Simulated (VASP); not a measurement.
Here is a VASP 6.6.1 calculation.

File INCAR:

```
SYSTEM = SnSe
ALGO     = Normal         ! electronic algorithm
EDIFF    = 1E-6           ! SCF threshold, eV
ENCUT    = 520            ! plane-wave cutoff, eV
GGA      = CA             ! functional
ISIF     = 2              ! what is computed and relaxed
ISMEAR   = 0              ! smearing method
LASPH    = .True.         ! aspherical terms in the spheres
LCHARG   = .True.         ! write CHGCAR
LELF     = .True.         ! ELF
LREAL    = .False.        ! projectors in reciprocal space
LVHAR    = .True.       
LWAVE    = .False.        ! write WAVECAR
NBANDS   = 50             ! bands
NELM     = 80             ! most SCF steps
PREC     = Accurate       ! precision mode
SIGMA    = 0.05           ! smearing width, eV
```

KPOINTS

```
k-points
0
Gamma
  6 6 2
  0 0 0
```

The input POSCAR:

```
SnSe
1.0
    4.1898989384      0.0000000000      0.0000000000
    0.0000000000      4.1898989384      0.0000000000
    0.0000000000      0.0000000000     21.9592458066
Sn Se
4 4
Direct
    0.5000000000      0.0000000000      0.1799738863
    0.5000000000      0.0000000000      0.6981894481
    0.0000000000      0.5000000000      0.3018105519
    0.0000000000      0.5000000000      0.8200261137
    0.5000000000      0.0000000000      0.3017819434
    0.5000000000      0.0000000000      0.8199962714
    0.0000000000      0.5000000000      0.1800037286
    0.0000000000      0.5000000000      0.6982180566
```

Potentials or basis: VASP PAW LDA potentials, release 64 (Sn_d, Se).

The run is started by

```console
$ cat potpaw_LDA.64/Sn_d/POTCAR potpaw_LDA.64/Se/POTCAR > POTCAR
$ mpirun -np 1 vasp_std > vasp.out
```

(1) Estimate the largest force.

(2) Estimate the band gap on the k mesh.

Answers

(1) 0.026 eV/Å.

(2) 1.45 eV (least direct gap 1.50 eV).

Caveat: the cell differs from its parent crystal (atoms displaced along a vibrational mode); spin-orbit coupling is left out, which moves the levels of the heavy elements.
